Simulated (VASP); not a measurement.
# LiF in VASP: further runs, part 2 of 3

VASP 6.6.1. The steps go on from the part before.

## (3) Single point, PBE (uniaxial z strain +5.0%)

INCAR reads:

```
SYSTEM = LiF
ALGO = Normal
EDIFF = 1E-7
ENCUT = 520
GGA = PE
ISIF = 2
ISMEAR = 0
LASPH = .TRUE.
LCHARG = .FALSE.
LREAL = .FALSE.
LWAVE = .FALSE.
NBANDS = 12
NELM = 100
PREC = Accurate
SIGMA = 0.01
```

KPOINTS reads:

```
k-points
0
G
  6 6 6
  0 0 0
```

POSCAR reads:

```
LiF
1.0
    0.0000000000      1.9948717406      2.0946153276
    1.9948717406      0.0000000000      2.0946153276
    1.9948717406      1.9948717406      0.0000000000
Li F
1 1
Direct
    0.0000000000      0.0000000000      0.0000000000
    0.5000000000      0.5000000000      0.5000000000
```

Potentials or basis: VASP PAW PBE potentials, release 64 (Li_sv, F).

Launch:

```bash
$ cat potpaw_PBE.64/Li_sv/POTCAR potpaw_PBE.64/F/POTCAR > POTCAR
$ mpirun -np 1 vasp_std > vasp.out
```

OUTCAR:

```text
SYSTEM = LiF
   EDIFF = 1E-7
   ENCUT = 520
   GGA = PE
   ISIF = 2
   ISMEAR = 0
   LASPH = .TRUE.
   LREAL = .FALSE.
   NELM = 100
   PREC = Accurate

 ion  position               nearest neighbor table
   1  0.000  0.000  0.000-   2 1.99   2 1.99   2 1.99   2 1.99   2 2.09   2 2.09
   2  0.500  0.500  0.500-   1 1.99   1 1.99   1 1.99   1 1.99   1 2.09   1 2.09

  LATTYP: Found a body centered tetragonal cell.
 ALAT       =     2.8211746708
 C/A-ratio  =     1.4849242405

  Lattice vectors:

 A1 = (  -1.9948717406,   0.0000000000,   2.0946153276)
 A2 = (   1.9948717406,   0.0000000000,   2.0946153276)
 A3 = (   0.0000000000,   1.9948717406,  -2.0946153276)

Analysis of symmetry for initial positions (statically):
=====================================================================
 Subroutine PRICEL returns:
 Original cell was already a primitive cell.

 Routine SETGRP: Setting up the symmetry group for a
 body centered tetragonal supercell.

 Subroutine GETGRP returns: Found 16 space group operations
 (whereof 16 operations were pure point group operations)
 out of a pool of 16 trial point group operations.

The static configuration has the point symmetry D_4h.

Analysis of symmetry for dynamics (positions and initial velocities):
=====================================================================
 Subroutine PRICEL returns:
 Original cell was already a primitive cell.

 Routine SETGRP: Setting up the symmetry group for a
 body centered tetragonal supercell.

 Subroutine GETGRP returns: Found 16 space group operations
 (whereof 16 operations were pure point group operations)
 out of a pool of 16 trial point group operations.

The dynamic configuration has the point symmetry D_4h.

 Subroutine INISYM returns: Found 16 space group operations
 (whereof 16 operations are pure point group operations),
 and found     1 'primitive' translations

----------------------------------------------------------------------------------------

                                     Primitive cell
[... 116 lines left out ...]
   GGA     = PE    functional components
   LHFCALC =     F    Hartree Fock is set to
   AEXX    =    0.0000 exact exchange contribution
   IVDW    =     0    specifies the selected vdW correction
   LEPSILON=     F    determine dielectric tensor
   LRPA    =     F    only Hartree local field effects (RPA)
 non-spin polarized calculation
 Gauss-broadening in eV      SIGMA  =   0.01
  energy-cutoff  :      520.00
  volume of cell :       16.67
 maximum number of plane-waves:       461
 NGX is ok and might be reduce to    24
   NGX = 11   NGY = 11   NGZ = 11

 number of electron      10.0000000 magnetization

 number of electron       9.9999997 magnetization

 Free energy of the ion-electron system (eV)
  ---------------------------------------------------
  ext. energy  EPLUGINS =         0.00000000
  ---------------------------------------------------
  free energy    TOTEN  =        -9.63510770 eV

  energy without entropy =       -9.63510770  energy(sigma->0) =       -9.63510770

 E-fermi :  -1.0392     XC(G=0):  -9.8808

 val. band max:       -1.0819017964   @ k =   0.0000   0.0000   0.0000
 cond. band min:       7.7608932063   @ k =   0.0000   0.0000   0.0000
 fundamental gap:      8.8427950026
 Fermi energy:        -1.0391678073

 k-point     1 :       0.0000    0.0000    0.0000
  band No.  band energies     occupation
      1     -42.0990      2.00000
      2     -21.0622      2.00000
      3      -1.1791      2.00000
      4      -1.1791      2.00000
      5      -1.0819      2.00000
      6       7.7609      0.00000
      7      21.8620      0.00000
      8      22.7384      0.00000
      9      22.9495      0.00000
     10      22.9495      0.00000
     11      23.1538      0.00000
     12      23.1538      0.00000
[... 331 lines left out ...]
 k-point    24 :       0.5000   -0.0000    0.3333
  band No.  band energies     occupation
      1     -42.0319      2.00000
      2     -20.4424      2.00000
      3      -3.6783      2.00000
      4      -2.3547      2.00000
      5      -1.9437      2.00000
      6      12.8489      0.00000
      7      14.4736      0.00000
      8      16.8896      0.00000
      9      18.3966      0.00000
     10      20.5129      0.00000
     11      32.0802      0.00000
     12      33.3855      0.00000

 [... further k-points ...]
[... 5 lines left out ...]
  --------------------------------------------------------------------------------------
  -------------------------------------------------------------------------------------
  Total        0.1630655      0.1630655     -0.1638012      0.0000000     -0.0000000     -0.0000000
  in kB       15.6714233     15.6714233    -15.7421255      0.0000000     -0.0000000     -0.0000000
  external PRESSURE =       5.2002404 kB  Pullay stress =       0.0000000 kB

 VOLUME and BASIS-vectors are now :
 -----------------------------------------------------------------------------
  energy-cutoff  :      520.00
  volume of cell :       16.67
      direct lattice vectors                 reciprocal lattice vectors
     0.000000000  1.994871741  2.094615328    -0.250642680  0.250642680  0.238707315
     1.994871741  0.000000000  2.094615328     0.250642680 -0.250642680  0.238707315
     1.994871741  1.994871741  0.000000000     0.250642680  0.250642680 -0.238707315

 POSITION                                       TOTAL-FORCE (eV/Angst)
 -----------------------------------------------------------------------------------
      0.00000      0.00000      0.00000         0.000000     -0.000000      0.000000
      1.99487      1.99487      2.09462        -0.000000      0.000000     -0.000000
 -----------------------------------------------------------------------------------
    total drift:                               -0.000000     -0.000000      0.000000

  FREE ENERGIE OF THE ION-ELECTRON SYSTEM (eV)
  ---------------------------------------------------
  free  energy   TOTEN  =        -9.6351077019 eV

  energy  without entropy=       -9.6351077019  energy(sigma->0) =       -9.63510770
```

stdout:

```text
POSCAR found type information on POSCAR LiF
 POSCAR found :  2 types and       2 ions
 scaLAPACK will be used
 LDA part: xc-table for (Slater+PW92), standard interpolation
 POSCAR, INCAR and KPOINTS ok, starting setup
 FFT: planning ... GRIDC
 FFT: planning ... GRID_SOFT
 FFT: planning ... GRID
 WAVECAR not read
 entering main loop
```

Wall time 3.2 s (1 thread of Intel Xeon 6975P-C (Granite Rapids), shared host); peak memory 0.12 GiB.

What came out:

* Free energy: -9.6351 eV
* Band gap on the k mesh: 8.84 eV, direct

Caveat: the k points lie up to 0.45 Å⁻¹ apart; the cell differs from its parent crystal (uniaxial z strain +5.0%); the cutoff is under 1.25 times the usual one of these potentials, so pressure, stress and relaxed cells hold a basis-set (Pulay) error.

## (4) Single point, PBE (uniaxial x strain +0.5%)

INCAR reads:

```
SYSTEM = LiF
PREC     = Accurate       ! precision mode
ENCUT    = 520            ! plane-wave cutoff, eV
EDIFF    = 1E-6           ! SCF threshold, eV
ISMEAR   = 0              ! smearing method
SIGMA    = 0.01           ! smearing width, eV
LREAL    = .False.        ! projectors in reciprocal space
LASPH    = .True.         ! aspherical terms in the spheres
NELM     = 100            ! most SCF steps
ALGO     = Normal         ! electronic algorithm
ISIF     = 2              ! what is computed and relaxed
LWAVE    = .False.        ! write WAVECAR
LCHARG   = .True.         ! write CHGCAR
GGA      = PE             ! functional
LELF     = .True.         ! ELF
LVHAR    = .True.       
NBANDS   = 12             ! bands
```

KPOINTS reads:

```
Automatic mesh
0
Gamma
  6 6 6
  0 0 0
```

POSCAR reads:

```
LiF
1.0
    0.0000000000      1.9948717406      1.9948717406
    2.0048460993      0.0000000000      1.9948717406
    2.0048460993      1.9948717406      0.0000000000
Li F
1 1
Direct
    0.0000000000      0.0000000000      0.0000000000
    0.5000000000      0.5000000000      0.5000000000
```

Launch:

```bash
$ cat potpaw_PBE.64/Li_sv/POTCAR potpaw_PBE.64/F/POTCAR > POTCAR
$ mpirun -np 1 vasp_std > vasp.out
```

Run time: 3 s. Hardware: 1 thread of Intel Xeon 6975P-C (Granite Rapids), shared host; peak memory 0.13 GiB.

It converged, with:

```yaml
Free_energy: -9.6302 eV
Band_gap_on_the_k_mesh: 9.30 eV, direct
```

Levels at points of the mesh, in eV from the valence-band top:
| k point | band 1 | band 2 | band 3 | band 4 | band 5 | band 6 | band 7 | band 8 | band 9 | band 10 |
| --- | --- | --- | --- | --- | --- | --- | --- | --- | --- | --- |
| (0.00, 0.00, 0.00) | -40.88 | -20.05 | -0.01 | -0.01 | 0.00 | 9.30 | 24.20 | 24.31 | 24.31 | 24.52 |
| (0.50, 0.00, 0.00) | -40.81 | -19.60 | -2.60 | -0.25 | -0.24 | 10.89 | 17.01 | 19.03 | 19.12 | 30.78 |
| (0.50, 0.50, 0.00) | -40.80 | -19.31 | -3.11 | -1.06 | -1.03 | 15.06 | 16.55 | 17.73 | 20.45 | 20.53 |
| (0.00, 0.50, 0.50) | -40.80 | -19.32 | -3.12 | -1.03 | -1.03 | 14.97 | 16.62 | 17.73 | 20.56 | 20.56 |

Caveat: the k points lie up to 0.45 Å⁻¹ apart; the cell differs from its parent crystal (uniaxial x strain +0.5%); the cutoff is under 1.25 times the usual one of these potentials, so pressure, stress and relaxed cells hold a basis-set (Pulay) error.

## (5) Single point, PBE (epitaxial xy strain +2.0%)

INCAR reads:

```
SYSTEM = LiF
  PREC = Accurate
  ENCUT = 520
  EDIFF = 1E-7
  ISMEAR = 0
  SIGMA = 0.01
  LREAL = .False.
  LASPH = .True.
  NELM = 60
  ALGO = Normal
  ISIF = 2
  LWAVE = .False.
  LCHARG = .False.
  GGA = PE
  NBANDS = 12
```

KPOINTS is that of step 4.

POSCAR reads:

```
LiF
1.0
    0.0000000000      2.0347691754      1.9697370635
    2.0347691754      0.0000000000      1.9697370635
    2.0347691754      2.0347691754      0.0000000000
Li F
1 1
Direct
    0.0000000000      0.0000000000      0.0000000000
    0.5000000000      0.5000000000      0.5000000000
```

Potentials or basis: VASP PAW PBE potentials, release 64 (Li_sv, F).

Launch:

```bash
$ cat potpaw_PBE.64/Li_sv/POTCAR potpaw_PBE.64/F/POTCAR > POTCAR
$ mpirun -np 1 vasp_std > vasp.out
```

OUTCAR:

```text
SYSTEM = LiF
   PREC = Accurate
   ENCUT = 520
   EDIFF = 1E-7
   ISMEAR = 0
   LREAL = .False.
   LASPH = .True.
   NELM = 60
   ISIF = 2
   GGA = PE

 ion  position               nearest neighbor table
   1  0.000  0.000  0.000-   2 1.97   2 1.97   2 2.03   2 2.03   2 2.03   2 2.03
   2  0.500  0.500  0.500-   1 1.97   1 1.97   1 2.03   1 2.03   1 2.03   1 2.03

  LATTYP: Found a body centered tetragonal cell.
 ALAT       =     2.8775981641
 C/A-ratio  =     1.3690146790

  Lattice vectors:

 A1 = (   0.0000000000,  -2.0347691754,  -1.9697370635)
 A2 = (   0.0000000000,   2.0347691754,  -1.9697370635)
 A3 = (   2.0347691754,   0.0000000000,   1.9697370635)

Analysis of symmetry for initial positions (statically):
=====================================================================
 Subroutine PRICEL returns:
 Original cell was already a primitive cell.

 Routine SETGRP: Setting up the symmetry group for a
 body centered tetragonal supercell.

 Subroutine GETGRP returns: Found 16 space group operations
 (whereof 16 operations were pure point group operations)
 out of a pool of 16 trial point group operations.

The static configuration has the point symmetry D_4h.

Analysis of symmetry for dynamics (positions and initial velocities):
[... 169 lines left out ...]
 k-point     1 :       0.0000    0.0000    0.0000
  band No.  band energies     occupation
      1     -41.9218      2.00000
      2     -20.9888      2.00000
      3      -1.0680      2.00000
      4      -0.9838      2.00000
      5      -0.9838      2.00000
      6       8.0897      0.00000
      7      22.7360      0.00000
      8      22.7360      0.00000
      9      23.2543      0.00000
     10      23.2543      0.00000
     11      23.5060      0.00000
     12      23.5293      0.00000
[... 331 lines left out ...]
 k-point    24 :       0.5000   -0.0000    0.3333
  band No.  band energies     occupation
      1     -41.8530      2.00000
      2     -20.3660      2.00000
      3      -3.6331      2.00000
      4      -2.2003      2.00000
      5      -1.7856      2.00000
      6      12.8877      0.00000
      7      14.9163      0.00000
      8      17.1674      0.00000
      9      19.1083      0.00000
     10      21.2848      0.00000
     11      32.5567      0.00000
     12      34.5363      0.00000

 [... further k-points ...]
[... 5 lines left out ...]
  --------------------------------------------------------------------------------------
  -------------------------------------------------------------------------------------
  Total        0.1062787      0.1062787      0.3864915      0.0000000      0.0000000     -0.0000000
  in kB       10.4397095     10.4397095     37.9648708      0.0000000      0.0000000     -0.0000000
  external PRESSURE =      19.6147633 kB  Pullay stress =       0.0000000 kB

 VOLUME and BASIS-vectors are now :
 -----------------------------------------------------------------------------
  energy-cutoff  :      520.00
  volume of cell :       16.31
      direct lattice vectors                 reciprocal lattice vectors
     0.000000000  2.034769175  1.969737063    -0.245728118  0.245728118  0.253840987
     2.034769175  0.000000000  1.969737063     0.245728118 -0.245728118  0.253840987
     2.034769175  2.034769175  0.000000000     0.245728118  0.245728118 -0.253840987

 POSITION                                       TOTAL-FORCE (eV/Angst)
 -----------------------------------------------------------------------------------
      0.00000      0.00000      0.00000        -0.000000     -0.000000      0.000000
      2.03477      2.03477      1.96974         0.000000      0.000000     -0.000000
 -----------------------------------------------------------------------------------
    total drift:                               -0.000000     -0.000000      0.000000

  FREE ENERGIE OF THE ION-ELECTRON SYSTEM (eV)
  ---------------------------------------------------
  free  energy   TOTEN  =        -9.6342367276 eV

  energy  without entropy=       -9.6342367276  energy(sigma->0) =       -9.63423673
```

Wall time 3.5 s (1 thread of Intel Xeon 6975P-C (Granite Rapids), shared host); peak memory 0.12 GiB.

What came out:

| Property | Result |
| --- | --- |
| Free energy | -9.6342 eV |
| Band gap on the k mesh | 9.07 eV, direct |

Caveat: the k points lie up to 0.45 Å⁻¹ apart; the cell differs from its parent crystal (epitaxial xy strain +2.0%); the cutoff is under 1.25 times the usual one of these potentials, so pressure, stress and relaxed cells hold a basis-set (Pulay) error.

(Part 2 of 3 ends here.)
